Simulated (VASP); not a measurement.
Write the native input for VASP 6.6.1 that does the following.

```
Task                   : single point
Functional             : PBE
Potentials or basis    : VASP PAW PBE potentials, release 64 (K_sv, I)
Cutoff                 : 520 eV
k mesh                 : 6 × 6 × 6
Occupations            : gaussian, width 0.02 eV
Spin                   : no spin polarisation
Dipole correction      : no
Further INCAR settings : ALGO = Normal; EDIFF = 1e-06; NBANDS = 15
```

The structure of KI lies in POSCAR:

```
KI
1.0
    0.0000000000      3.5890743200      3.5890743200
    3.5890743200      0.0000000000      3.5890743200
    3.5890743200      3.5890743200      0.0000000000
K I
1 1
Direct
    0.0000000000      0.0000000000      0.0000000000
    0.5000000000      0.5000000000      0.5000000000
```

These files were run (other wordings do the same):

INCAR

```
SYSTEM = KI
  PREC = Accurate
  ENCUT = 520
  EDIFF = 1E-6
  ISMEAR = 0
  SIGMA = 0.02
  LREAL = .FALSE.
  LASPH = .TRUE.
  NELM = 100
  ALGO = Normal
  ISIF = 2
  LWAVE = .FALSE.
  LCHARG = .FALSE.
  GGA = PE
  NBANDS = 15
```

KPOINTS

```
Automatic mesh
0
G
  6 6 6
  0 0 0
```

Potentials or basis: VASP PAW PBE potentials, release 64 (K_sv, I).

Launch:

```console
$ cat potpaw_PBE.64/K_sv/POTCAR potpaw_PBE.64/I/POTCAR > POTCAR
$ mpirun -np 1 vasp_std > vasp.out
```

Results of the run:

```json
{
 "Pressure": "0.0 GPa",
 "Band gap on the k mesh": "3.86 eV"
}
```

Caveat: spin-orbit coupling is left out, which moves the levels of the heavy elements.

Run time: 52 s on 1 thread of AMD EPYC 7R13 (shared host), peak memory 0.21 GiB.
